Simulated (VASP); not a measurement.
# Sc3Al11 in VASP: notebook, part 2 of 2

VASP 6.6.1. The steps go on from the part before.

## (5) Single point, PBE

INCAR reads:

```
ALGO     = Normal         # electronic algorithm
DIPOL    = 0.5 0.5 0.500
EDIFF    = 1E-6           # SCF threshold, eV
ENCUT    = 520            # plane-wave cutoff, eV
GGA      = PE             # functional
IDIPOL   = 3            
ISIF     = 2              # what is computed and relaxed
ISMEAR   = 0              # smearing method
LASPH    = T              # aspherical terms in the spheres
LCHARG   = F              # write CHGCAR
LDIPOL   = T            
LREAL    = F              # projectors in reciprocal space
LWAVE    = F              # write WAVECAR
NBANDS   = 46             # bands
NELM     = 60             # most SCF steps
PREC     = Accurate       # precision mode
SIGMA    = 0.1            # smearing width, eV
```

KPOINTS reads:

```
k-points
0
Gamma
  9 9 1
```

POSCAR reads:

```
Sc3Al11
1.0
    4.1053305961      0.0000000000      0.0000000000
    0.0000000000      4.1053305961      0.0000000000
    0.0000000000      0.0000000000     27.3159917883
Al Sc
11 3
Direct
    0.0000000000      0.5000000000      0.2745644404
    0.5000000000      0.0000000000      0.2745644404
    0.5000000000      0.5000000000      0.3497096269
    0.0000000000      0.5000000000      0.4248548135
    0.5000000000      0.0000000000      0.4248548135
    0.5000000000      0.5000000000      0.5000000000
    0.0000000000      0.5000000000      0.5751451865
    0.5000000000      0.0000000000      0.5751451865
    0.5000000000      0.5000000000      0.6502903731
    0.0000000000      0.5000000000      0.7254355596
    0.5000000000      0.0000000000      0.7254355596
    0.0000000000      0.0000000000      0.3497096269
    0.0000000000      0.0000000000      0.5000000000
    0.0000000000      0.0000000000      0.6502903731
```

Potentials or basis: VASP PAW PBE potentials, release 64 (Al, Sc_sv).

Command:

```console
cat potpaw_PBE.64/Al/POTCAR potpaw_PBE.64/Sc_sv/POTCAR > POTCAR
mpirun -np 1 vasp_std > vasp.out
```

OUTCAR:

```text
EDIFF = 1E-6
   ENCUT = 520
   GGA = PE
   ISIF = 2
   ISMEAR = 0
   LASPH = T
   LREAL = F
   NELM = 60
   PREC = Accurate

 ion  position               nearest neighbor table
   1  0.000  0.500  0.275-   3 2.90  12 2.90  12 2.90   3 2.90   2 2.90   2 2.90   2 2.90   2 2.90

   2  0.500  0.000  0.275-   3 2.90  12 2.90   3 2.90  12 2.90   1 2.90   1 2.90   1 2.90   1 2.90

   3  0.500  0.500  0.350-   1 2.90   2 2.90   2 2.90   1 2.90  12 2.90  12 2.90  12 2.90  12 2.90
                             5 2.90   4 2.90   5 2.90   4 2.90
   4  0.000  0.500  0.425-   6 2.90  13 2.90  13 2.90   6 2.90   5 2.90   5 2.90   5 2.90   5 2.90
                             3 2.90  12 2.90  12 2.90   3 2.90
   5  0.500  0.000  0.425-   6 2.90  13 2.90   6 2.90  13 2.90   4 2.90   4 2.90   4 2.90   4 2.90
                             3 2.90  12 2.90  12 2.90   3 2.90
   6  0.500  0.500  0.500-   4 2.90   5 2.90   7 2.90   8 2.90   5 2.90   8 2.90   4 2.90   7 2.90
                            13 2.90  13 2.90  13 2.90  13 2.90
   7  0.000  0.500  0.575-   6 2.90  13 2.90  13 2.90   6 2.90   8 2.90   8 2.90   8 2.90   8 2.90
                             9 2.90  14 2.90   9 2.90  14 2.90
   8  0.500  0.000  0.575-   6 2.90  13 2.90   6 2.90  13 2.90   7 2.90   7 2.90   7 2.90   7 2.90
                             9 2.90  14 2.90  14 2.90   9 2.90
   9  0.500  0.500  0.650-  10 2.90  11 2.90  11 2.90  10 2.90  14 2.90  14 2.90  14 2.90  14 2.90
[... 5 lines left out ...]
  12  0.000  0.000  0.350-   1 2.90   2 2.90   1 2.90   2 2.90   3 2.90   3 2.90   3 2.90   3 2.90
                             4 2.90   5 2.90   5 2.90   4 2.90
  13  0.000  0.000  0.500-   4 2.90   5 2.90   7 2.90   8 2.90   4 2.90   7 2.90   5 2.90   8 2.90
                             6 2.90   6 2.90   6 2.90   6 2.90
  14  0.000  0.000  0.650-  10 2.90  11 2.90  10 2.90  11 2.90   9 2.90   9 2.90   9 2.90   9 2.90
                             8 2.90   7 2.90   8 2.90   7 2.90

  LATTYP: Found a simple tetragonal cell.
 ALAT       =     4.1053305961
 C/A-ratio  =     6.6537861322

  Lattice vectors:

[... 186 lines left out ...]

 Free energy of the ion-electron system (eV)
  ---------------------------------------------------
  ext. energy  EPLUGINS =         0.00000000
  ---------------------------------------------------
  free energy    TOTEN  =       -62.86065170 eV

  energy without entropy =      -62.83574522  energy(sigma->0) =      -62.84819846

 E-fermi :   1.7449     XC(G=0):  -6.1536

 val. band max:        1.7330555336   @ k =   0.4444   0.4444   0.0000
 cond. band min:       1.7499663964   @ k =   0.3333   0.2222   0.0000
 fundamental gap:      0.0169108629
 Fermi energy:         1.7448994971

 k-point     1 :       0.0000    0.0000    0.0000
  band No.  band energies     occupation
      1     -47.2862      2.00000
      2     -47.2861      2.00000
      3     -47.2576      2.00000
      4     -26.0041      2.00000
      5     -26.0011      2.00000
      6     -25.9759      2.00000
[... 709 lines left out ...]
     44       4.2101      0.00000
     45       4.2873      0.00000
 [bands above 45 left out]

------------------------ aborting loop because EDIFF is reached ----------------------------------------

 vacuum level on the upper side and lower side of the slab       (xc-potential included)        -0.157        -0.157

  FORCE on cell =-STRESS in cart. coord.  units (eV):
  Direction    XX          YY          ZZ          XY          YZ          ZX
  --------------------------------------------------------------------------------------
  -------------------------------------------------------------------------------------
  Total       -4.3415777     -4.3415777      2.5027016      0.0000000      0.0000000      0.0000000
  in kB      -15.1093200    -15.1093200      8.7097645      0.0000000      0.0000000      0.0000000
  external PRESSURE =      -7.1696252 kB  Pullay stress =       0.0000000 kB

 VOLUME and BASIS-vectors are now :
 -----------------------------------------------------------------------------
  energy-cutoff  :      520.00
  volume of cell :      460.38
      direct lattice vectors                 reciprocal lattice vectors
     4.105330596  0.000000000  0.000000000     0.243585742  0.000000000  0.000000000
     0.000000000  4.105330596  0.000000000     0.000000000  0.243585742  0.000000000
     0.000000000  0.000000000 27.315991788     0.000000000  0.000000000  0.036608592

 POSITION                                       TOTAL-FORCE (eV/Angst)
 -----------------------------------------------------------------------------------
      0.00000      2.05267      7.50000         0.000000     -0.000000     -0.164475
      2.05267      0.00000      7.50000         0.000000     -0.000000     -0.164475
      2.05267      2.05267      9.55267         0.000000      0.000000     -0.068040
      0.00000      2.05267     11.60533        -0.000000     -0.000000     -0.036481
      2.05267      0.00000     11.60533        -0.000000      0.000000     -0.036481
      2.05267      2.05267     13.65800         0.000000     -0.000000      0.000000
      0.00000      2.05267     15.71066        -0.000000      0.000000      0.036481
      2.05267      0.00000     15.71066         0.000000      0.000000      0.036481
      2.05267      2.05267     17.76333         0.000000     -0.000000      0.068040
      0.00000      2.05267     19.81599        -0.000000     -0.000000      0.164475
      2.05267      0.00000     19.81599         0.000000      0.000000      0.164475
      0.00000      0.00000      9.55267         0.000000      0.000000      0.288337
      0.00000      0.00000     13.65800         0.000000     -0.000000      0.000000
      0.00000      0.00000     17.76333         0.000000      0.000000     -0.288337
 -----------------------------------------------------------------------------------
    total drift:                                0.000000     -0.000000      0.000000

  FREE ENERGIE OF THE ION-ELECTRON SYSTEM (eV)
  ---------------------------------------------------
  free  energy   TOTEN  =       -62.8606517041 eV

  energy  without entropy=      -62.8357452235  energy(sigma->0) =      -62.84819846

 vacuum level on the upper side and lower side of the slab         5.932         5.932
```

OSZICAR:

```text
N       E                     dE             d eps       ncg     rms          rms(c)
DAV:   1     0.732554304513E+03    0.73255E+03   -0.25501E+04  1564   0.116E+03
DAV:   2     0.366093165633E+01   -0.72889E+03   -0.70970E+03  1788   0.413E+02
DAV:   3    -0.639110747629E+02   -0.67572E+02   -0.63534E+02  2264   0.142E+02
[... 17 lines left out ...]
DAV:  21    -0.628606134269E+02   -0.88087E-04   -0.10307E-05  1320   0.943E-03    0.173E-03
DAV:  22    -0.628606389544E+02   -0.25527E-04   -0.25816E-06  1384   0.669E-03    0.110E-03
DAV:  23    -0.628606448047E+02   -0.58503E-05   -0.24708E-07  1200   0.309E-03    0.606E-04
DAV:  24    -0.628606509013E+02   -0.60967E-05   -0.50017E-07  1156   0.263E-03    0.228E-04
DAV:  25    -0.628606517041E+02   -0.80281E-06   -0.61240E-08  1012   0.208E-03
   1 F= -.62860652E+02 E0= -.62848198E+02  d E =-.249065E-01
```

Wall time 16 min (1 thread of AMD EPYC 7R43 (Zen 3), shared host); peak memory 0.54 GiB.

What came out:

* Free energy: -62.8607 eV
* Largest force: 0.288 eV/Å
* Band gap on the k mesh: zero (bands 33 and 34 overlap by 1.51 eV)

Forces on the atoms (eV/Å):
```
Al   0.000  0.000 -0.164
Al   0.000  0.000 -0.164
Al   0.000  0.000 -0.068
Al   0.000  0.000 -0.036
Al   0.000  0.000 -0.036
Al   0.000  0.000  0.000
Al   0.000  0.000  0.036
Al   0.000  0.000  0.036
Al   0.000  0.000  0.068
Al   0.000  0.000  0.164
Al   0.000  0.000  0.164
Sc   0.000  0.000  0.288
Sc   0.000  0.000  0.000
Sc   0.000  0.000 -0.288
```

## (6) Summary

```tsv
cell	dipole correction	gap on the mesh (eV)	largest force (eV/Å)
as given, atomic positions A	yes	none	0.29
as given, atomic positions B	yes	none	0.01
as given, atomic positions A	no	none	0.29
```

Alike in all rows: task single point; level PBE; potentials or basis VASP PAW PBE potentials, release 64 (Al, Sc_sv); no spin polarisation; k mesh 9 × 9 × 1; cutoff (eV) 520; smearing gaussian 0.1 eV.

Caveats: there is no dipole correction, which matters where the two faces differ (at least some runs).

Absolute energies hang on the potentials; compare differences alone.

The gap in the log of VASP goes by the Fermi energy; the results here count the filled bands.